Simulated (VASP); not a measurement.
Input of a VASP 6.6.1 run:

Contents of INCAR:

```
SYSTEM = AlCo
  PREC = Accurate
  ENCUT = 520
  EDIFF = 1E-7
  ISMEAR = 0
  SIGMA = 0.15
  LREAL = .False.
  LASPH = .True.
  NELM = 80
  ALGO = Fast
  ISIF = 2
  LWAVE = .False.
  LCHARG = .False.
  GGA = PS
  NBANDS = 13
```

The input KPOINTS:

```
regular mesh
0
Gamma
  24 24 24
  0 0 0
```

The input POSCAR:

```
AlCo
1.0
    2.5147644280      0.0000000000      0.0000000000
    0.0000000000      2.5147644280      0.0000000000
    0.0000000000      0.0000000000      3.5558769012
Al Co
1 1
Direct
    0.0000000000      0.0000000000      0.0000000000
    0.5000000000      0.5000000000      0.5000000000
```

Potentials or basis: VASP PAW PBE potentials, release 64 (Al, Co).

Command:

```bash
$ cat potpaw_PBE.64/Al/POTCAR potpaw_PBE.64/Co/POTCAR > POTCAR
$ mpirun -np 1 vasp_std > vasp.out
```

**Question.** What does it give for the band gap on the k mesh?

**Answer.** Zero (bands 6 and 7 overlap by 3.02 eV).

**Question.** What does it give for the pressure?

**Answer.** 7.2 GPa.

Stress tensor (GPa, compression positive):
```
 17.45   0.00   0.00
  0.00  17.45   0.00
  0.00   0.00 -13.33
```

Caveat: the cell stands under pressure; the PAW data sets were made with another functional, which shifts forces and pressure a little; the run has no spin polarisation, though such a crystal can be magnetic. Spin polarisation is off, so any magnetic state and its effect on volume and gap are missing.
